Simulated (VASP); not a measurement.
# WSe2 (P1) in VASP: notebook

Runs on WSe2. Level: PBEsol. Tasks: single point.

All numbers are computed with VASP 6.6.1; they aren't measurements. Logs are shortened: lines on timing, memory, paths and dates and some standing lists are left out, and cuts for length are marked.

## (1) The cell of the first run

The typed cell holds 6 atoms: a = 3.271 Å, b = 3.271 Å, c = 13.225 Å, α = 89.29°, β = 88.58°, γ = 60.00°.

## (2) Single point, PBEsol

INCAR reads:

```
SYSTEM = WSe2
PREC = Accurate
ENCUT = 520
EDIFF = 1E-6
ISMEAR = 0
SIGMA = 0.05
LREAL = .False.
LASPH = .True.
NELM = 60
ALGO = Normal
ISIF = 2
LWAVE = .False.
LCHARG = .True.
GGA = PS
LELF = .True.
LVHAR = .True.
NBANDS = 35
```

KPOINTS reads:

```
Automatic mesh
0
Gamma
  9 9 2
  0 0 0
```

POSCAR reads:

```
WSe2
1.0
   -3.2711504052      0.0000000000      0.0000000000
   -1.6355752026     -2.8328993505      0.0000000000
   -0.3271150405      0.0000000000     13.2206689562
W Se
2 4
Direct
    0.2770033333      0.3333333333      0.5633000000
    0.6603366667      0.6666666667      0.0633000000
    0.2396647152      0.3333333333      0.9366861811
    0.6229980486      0.6666666667      0.4366861811
    0.3143419514      0.3333333333      0.1899138189
    0.5976752848      0.6666666667      0.6899138189
```

Potentials or basis: VASP PAW PBE potentials, release 64 (W_sv, Se).

Started as:

```bash
cat potpaw_PBE.64/W_sv/POTCAR potpaw_PBE.64/Se/POTCAR > POTCAR
mpirun -np 1 vasp_std > vasp.out
```

OUTCAR:

```text
SYSTEM = WSe2
   PREC = Accurate
   ENCUT = 520
   EDIFF = 1E-6
   ISMEAR = 0
   LREAL = .False.
   LASPH = .True.
   NELM = 60
   ISIF = 2
   GGA = PS

 ion  position               nearest neighbor table
   1  0.277  0.333  0.563-   4 2.52   4 2.52   6 2.52   6 2.52   6 2.52   4 2.52
   2  0.660  0.667  0.063-   3 2.33   5 2.52   5 2.52   5 2.52   3 2.54   3 2.75
   3  0.240  0.333  0.937-   2 2.33   2 2.54   2 2.75
   4  0.623  0.667  0.437-   1 2.52   1 2.52   1 2.52
   5  0.314  0.333  0.190-   2 2.52   2 2.52   2 2.52
   6  0.598  0.667  0.690-   1 2.52   1 2.52   1 2.52

  LATTYP: Found a base centered monoclinic cell.
 ALAT       =     3.2711504052
 B/A-ratio  =     1.7320508076
 C/A-ratio  =     4.0428331178
 COS(beta)  =    -0.0247351293

  Lattice vectors:

 A1 = (   1.6355752026,  -2.8328993505,   0.0000000000)
 A2 = (   1.6355752026,   2.8328993505,   0.0000000000)
 A3 = (  -0.3271150405,   0.0000000000,  13.2206689562)

Analysis of symmetry for initial positions (statically):
=====================================================================
 Subroutine PRICEL returns:
 Original cell was already a primitive cell.

 Routine SETGRP: Setting up the symmetry group for a
 base centered monoclinic supercell.

 Subroutine GETGRP returns: Found  1 space group operations
 (whereof  1 operations were pure point group operations)
 out of a pool of  4 trial point group operations.

The static configuration has the point symmetry C_1 .

Analysis of symmetry for dynamics (positions and initial velocities):
=====================================================================
 Subroutine PRICEL returns:
 Original cell was already a primitive cell.

 Routine SETGRP: Setting up the symmetry group for a
 base centered monoclinic supercell.

 Subroutine GETGRP returns: Found  1 space group operations
 (whereof  1 operations were pure point group operations)
 out of a pool of  4 trial point group operations.

The dynamic configuration has the point symmetry C_1 .

 Subroutine INISYM returns: Found  1 space group operations
 (whereof  1 operations are pure point group operations),
 and found     1 'primitive' translations

----------------------------------------------------------------------------------------

                                     Primitive cell

  volume of cell :     122.5138

  direct lattice vectors                    reciprocal lattice vectors
    -3.271150405  0.000000000  0.000000000    -0.305702849  0.176497622 -0.007563914
    -1.635575203 -2.832899350  0.000000000     0.000000000 -0.352995245  0.000000000
    -0.327115041  0.000000000 13.220668956     0.000000000  0.000000000  0.075639138

  length of vectors
     3.271150405  3.271150405 13.224715192     0.353076275  0.352995245  0.075639138

  position of ions in fractional coordinates (direct lattice)
     0.277003333  0.333333333  0.563300000
     0.660336667  0.666666667  0.063300000
     0.239664715  0.333333333  0.936686181
     0.622998049  0.666666667  0.436686181
     0.314341951  0.333333333  0.189913819
     0.597675285  0.666666667  0.689913819

  ion indices of the primitive-cell ions
   primitive index   ion index
                 1           1
                 2           2
                 3           3
                 4           4
                 5           5
                 6           6

----------------------------------------------------------------------------------------

 KPOINTS: Automatic mesh

Automatic generation of k-mesh.
 Grid dimensions read from file:
 generate k-points for:    9    9    2

 Generating k-lattice:

  Cartesian coordinates                     Fractional coordinates (reciprocal lattice)
    -0.033966983  0.019610847 -0.000840435     0.111111111 -0.000000000 -0.000000000
     0.000000000 -0.039221694  0.000000000     0.000000000  0.111111111  0.000000000
     0.000000000  0.000000000  0.037819569     0.000000000  0.000000000  0.500000000

  Length of vectors
     0.039230697  0.039221694  0.037819569

  Shift w.r.t. Gamma in fractional coordinates (k-lattice)
     0.000000000  0.000000000  0.000000000

 Subroutine IBZKPT returns following result:
 ===========================================

 Found     82 irreducible k-points:

 Following reciprocal coordinates:
            Coordinates               Weight
  0.000000  0.000000  0.000000      1.000000
  0.111111 -0.000000  0.000000      2.000000
 -0.111111 -0.111111  0.000000      2.000000
  0.222222 -0.000000  0.000000      2.000000
 -0.222222 -0.222222  0.000000      2.000000
  0.333333 -0.000000 -0.000000      2.000000
[... 16 lines left out ...]
  0.111111  0.222222  0.000000      2.000000
  0.000000  0.222222  0.000000      2.000000
 [... further k-points ...]
   k-points           NKPTS =     82   k-points in BZ     NKDIM =     82   number of bands    NBANDS=     35
   number of dos      NEDOS =    301   number of ions     NIONS =      6
   total plane-waves  NPLWV =  56448
   dimension x,y,z NGX =    24 NGY =   24 NGZ =   98
   dimension x,y,z NGXF=    48 NGYF=   48 NGZF=  196
   ions per type =               2   4
   NGX,Y,Z   is equivalent  to a cutoff of  12.20, 12.20, 12.32 a.u.
   NGXF,Y,Z  is equivalent  to a cutoff of  24.39, 24.39, 24.64 a.u.
 SYSTEM =  WSe2
   PREC   = accura    normal or accurate (medium, high low for compatibility)
   ISTART =      0    job   : 0-new  1-cont  2-samecut
   ICHARG =      2    charge: 1-file 2-atom 10-const
   ISPIN  =      1    spin polarized calculation?
   LNONCOLLINEAR =      F non collinear calculations
   LSORBIT =      F    spin-orbit coupling
   LASPH  =      T    aspherical Exc in radial PAW
   ENCUT  =  520.0 eV  38.22 Ry    6.18 a.u.   6.08  6.08 24.59*2*pi/ulx,y,z
   NELM   =     60;   NELMIN=  2; NELMDL= -5     # of ELM steps
   EDIFF  = 0.1E-05   stopping-criterion for ELM
   LREAL  =      F    real-space projection
   EDIFFG = 0.1E-04   stopping-criterion for IOM
   NSW    =      0    number of steps for IOM
   IBRION =     -1    ionic relax: 0-MD 1-quasi-New 2-CG
   NFREE  =      0    steps in history (QN), initial steepest desc. (CG)
   ISIF   =      2    stress and relaxation
   ISYM   =      2    0-nonsym 1-usesym 2-fastsym
   POTIM  = 0.5000    time-step for ionic-motion
   TEBEG  =    0.0;   TEEND  =   0.0 temperature during run
   PSTRESS=    0.0 pullay stress
   NELECT =      52.0000    total number of electrons
   NUPDOWN=      -1.0000    fix difference up-down
   EMIN   =  10.00;   EMAX   =-10.00  energy-range for DOS
   EFERMI =   0.00;   METHOD = LEGACY
   ISMEAR =     0;   SIGMA  =   0.05  broadening in eV -4-tet -1-fermi 0-gaus
   EFERMI_NEDOS =   21; number of points for ismear=-14 and -15
   IALGO  =     38    algorithm
   IMIX   =      4    mixing-type and parameters
     AMIX     =   0.40;   BMIX     =  1.00
     AMIX_MAG =   1.60;   BMIX_MAG =  1.00
  volume/ion in A,a.u.               =      20.42       137.79
  Fermi-wavevector in a.u.,A,eV,Ry     =   1.230309  2.324947 20.594602  1.513661
  Thomas-Fermi vector in A             =   2.365163
   LORBIT       =      0    0 simple, 1 ext, 2 COOP (PROOUT), +10 PAW based schemes
   GGA     = PS    functional components
   LHFCALC =     F    Hartree Fock is set to
   AEXX    =    0.0000 exact exchange contribution
   IVDW    =     0    specifies the selected vdW correction
   LEPSILON=     F    determine dielectric tensor
   LRPA    =     F    only Hartree local field effects (RPA)
 non-spin polarized calculation
 Gauss-broadening in eV      SIGMA  =   0.05
  energy-cutoff  :      520.00
  volume of cell :      122.51
 maximum number of plane-waves:      3332
   NGX = 13   NGY = 13   NGZ = 49

 number of electron      52.0000000 magnetization

 Free energy of the ion-electron system (eV)
  ---------------------------------------------------
  ext. energy  EPLUGINS =         0.00000000
  ---------------------------------------------------
  free energy    TOTEN  =       -46.06892466 eV

  energy without entropy =      -46.06892466  energy(sigma->0) =      -46.06892466

 E-fermi :   6.2241     XC(G=0): -10.8327

 val. band max:        5.9601255253   @ k =   0.0000   0.0000   0.0000
 cond. band min:       7.0246858907   @ k =   0.2222   0.3333   0.0000
 fundamental gap:      1.0645603654
 Fermi energy:         6.2241095658

 k-point     1 :       0.0000    0.0000    0.0000
  band No.  band energies     occupation
      1     -68.2179      2.00000
      2     -68.2017      2.00000
      3     -32.5044      2.00000
      4     -32.4834      2.00000
      5     -32.3492      2.00000
      6     -32.3336      2.00000
[... 27 lines left out ...]
     34       9.4952      0.00000
     35      10.6744      0.00000

 k-point     2 :       0.1111   -0.0000    0.0000
  band No.  band energies     occupation
      1     -68.2166      2.00000
      2     -68.2004      2.00000
      3     -32.4990      2.00000
      4     -32.4777      2.00000
      5     -32.3784      2.00000
      6     -32.3632      2.00000
[... 27 lines left out ...]
     34       9.2979      0.00000
     35      11.5538      0.00000

 k-point     3 :      -0.1111   -0.1111    0.0000
  band No.  band energies     occupation
      1     -68.2166      2.00000
      2     -68.2004      2.00000
      3     -32.4993      2.00000
      4     -32.4777      2.00000
      5     -32.3630      2.00000
      6     -32.3594      2.00000
[... 27 lines left out ...]
     34       9.6450      0.00000
     35      11.5960      0.00000
[... 723 lines left out ...]
 k-point    23 :       0.1111    0.2222    0.0000
  band No.  band energies     occupation
      1     -68.2142      2.00000
      2     -68.1981      2.00000
      3     -32.4909      2.00000
      4     -32.4676      2.00000
      5     -32.4125      2.00000
      6     -32.3873      2.00000
[... 27 lines left out ...]
     34       9.9309      0.00000
     35      12.5505      0.00000

 k-point    24 :       0.0000    0.2222    0.0000
  band No.  band energies     occupation
      1     -68.2132      2.00000
      2     -68.1971      2.00000
      3     -32.4902      2.00000
      4     -32.4633      2.00000
      5     -32.4377      2.00000
      6     -32.4313      2.00000
[... 27 lines left out ...]
     34       9.7892      0.00000
     35      12.4158      0.00000

 [... further k-points ...]

------------------------ aborting loop because EDIFF is reached ----------------------------------------

  FORCE on cell =-STRESS in cart. coord.  units (eV):
  Direction    XX          YY          ZZ          XY          YZ          ZX
  --------------------------------------------------------------------------------------
  -------------------------------------------------------------------------------------
  Total        0.8184011      0.9271656      2.4922966     -1.2439705     -1.2600409      4.7275589
  in kB       10.7026591     12.1250300     32.5930656    -16.2680531    -16.4782145     61.8247598
  external PRESSURE =      18.4735849 kB  Pullay stress =       0.0000000 kB

 VOLUME and BASIS-vectors are now :
 -----------------------------------------------------------------------------
  energy-cutoff  :      520.00
  volume of cell :      122.51
      direct lattice vectors                 reciprocal lattice vectors
    -3.271150405  0.000000000  0.000000000    -0.305702849  0.176497622 -0.007563914
    -1.635575203 -2.832899350  0.000000000     0.000000000 -0.352995245  0.000000000
    -0.327115041  0.000000000 13.220668956     0.000000000  0.000000000  0.075639138

 POSITION                                       TOTAL-FORCE (eV/Angst)
 -----------------------------------------------------------------------------------
     -1.63558     -0.94430      7.44720        -0.006771     -0.000369      0.000802
     -3.27115     -1.88860      0.83687         3.005496     -0.526124      1.136321
     -1.63558     -0.94430     12.38362        -2.887482      0.637006     -1.250794
     -3.27115     -1.88860      5.77328        -0.000783      0.000611     -0.065932
     -1.63558     -0.94430      2.51079        -0.100999     -0.112197      0.111503
     -3.27115     -1.88860      9.12112        -0.009461      0.001073      0.068101
 -----------------------------------------------------------------------------------
    total drift:                               -0.000103      0.000007     -0.000014

  FREE ENERGIE OF THE ION-ELECTRON SYSTEM (eV)
  ---------------------------------------------------
  free  energy   TOTEN  =       -46.0689246579 eV

  energy  without entropy=      -46.0689246579  energy(sigma->0) =      -46.06892466
```

It took 4.1 min on 1 thread of Intel Xeon 6975P-C, shared host; peak memory 0.42 GiB.

Results:

```
Free energy            : -46.0689 eV
Pressure               : 1.8 GPa
Largest force          : 3.256 eV/Å
Band gap on the k mesh : 1.06 eV, indirect (least direct gap 1.55 eV)
```

Forces in eV/Å, atoms in the order of the input:
```
W   -0.007  0.000  0.001
W    3.005 -0.526  1.136
Se  -2.887  0.637 -1.251
Se  -0.001  0.001 -0.066
Se  -0.101 -0.112  0.112
Se  -0.009  0.001  0.068
```

Stress tensor (GPa, compression positive):
```
 1.07 -1.63  6.18
-1.63  1.21 -1.65
 6.18 -1.65  3.26
```

Levels at points of the mesh, in eV from the valence-band top:
```csv
k point,band 22,band 23,band 24,band 25,band 26,band 27,band 28,band 29,band 30,band 31
"(0.00, 0.00, 0.00)",-1.41,-1.19,-1.11,-0.67,0.00,1.83,2.53,2.81,2.81,2.98
"(0.00, 0.00, 0.50)",-1.41,-1.41,-0.78,-0.27,-0.17,1.82,2.54,2.81,2.82,2.99
```

Caveat: the PAW data sets were made with another functional, which shifts forces and pressure a little; spin-orbit coupling is left out, which moves the levels of the heavy elements. A hybrid or GW would open this gap; PBEsol tends to underestimate it.

## (3) Single point, PBEsol

INCAR reads:

```
SYSTEM = WSe2
PREC = Accurate ; ENCUT = 520
EDIFF = 1E-6 ; ISMEAR = 0
SIGMA = 0.05 ; LREAL = .False.
LASPH = .True. ; NELM = 100
ALGO = Normal ; ISIF = 2
LWAVE = .False. ; LCHARG = .True.
GGA = PS ; LELF = .True.
LVHAR = .True. ; NBANDS = 35
```

KPOINTS reads:

```
regular mesh
0
Gamma
  9 9 2
  0 0 0
```

POSCAR reads:

```
WSe2
1.0
   -3.2711504052      0.0000000000      0.0000000000
   -1.6355752026     -2.8328993505      0.0000000000
   -0.9813451216      0.0000000000     13.2206689562
W Se
2 4
Direct
    0.1643433333      0.3333333333      0.5633000000
    0.6476766667      0.6666666667      0.0633000000
    0.0523274790      0.3333333333      0.9366861811
    0.5356608123      0.6666666667      0.4366861811
    0.2763591877      0.3333333333      0.1899138189
    0.4596925210      0.6666666667      0.6899138189
```

Potentials or basis: VASP PAW PBE potentials, release 64 (W_sv, Se).

Started as:

```bash
cat potpaw_PBE.64/W_sv/POTCAR potpaw_PBE.64/Se/POTCAR > POTCAR
mpirun -np 1 vasp_std > vasp.out
```

It took 4.4 min on 1 thread of Intel Xeon 6975P-C, shared host; peak memory 0.42 GiB.

It converged, with:

| Quantity | Value |
| --- | --- |
| Free energy | -43.2118 eV |
| Pressure | 10.9 GPa |
| Largest force | 11.732 eV/Å |
| Band gap on the k mesh | 0.09 eV, indirect (least direct gap 0.66 eV) |

Forces on the atoms (eV/Å):
```
W   -0.013  0.001 -0.003
W    3.924 -4.526  9.329
Se  -4.194  5.179 -9.656
Se   0.001  0.004 -0.078
Se   0.299 -0.667  0.324
Se  -0.017  0.009  0.085
```

Stress tensor (GPa, compression positive):
```
  2.26  -3.32  10.00
 -3.32   8.35 -12.88
 10.00 -12.88  21.98
```

Levels at points of the mesh, in eV from the valence-band top:
```
           k point  band 23  band 24  band 25  band 26  band 27  band 28  band 29  band 30
(0.00, 0.00, 0.00)    -1.83    -1.21    -0.96    -0.52     0.66     1.61     2.31     2.31
(0.00, 0.00, 0.50)    -1.91    -1.24    -0.67    -0.62     0.66     1.63     2.31     2.31
```

Caveat: the PAW data sets were made with another functional, which shifts forces and pressure a little; spin-orbit coupling is left out, which moves the levels of the heavy elements. A k mesh can miss the band edges.
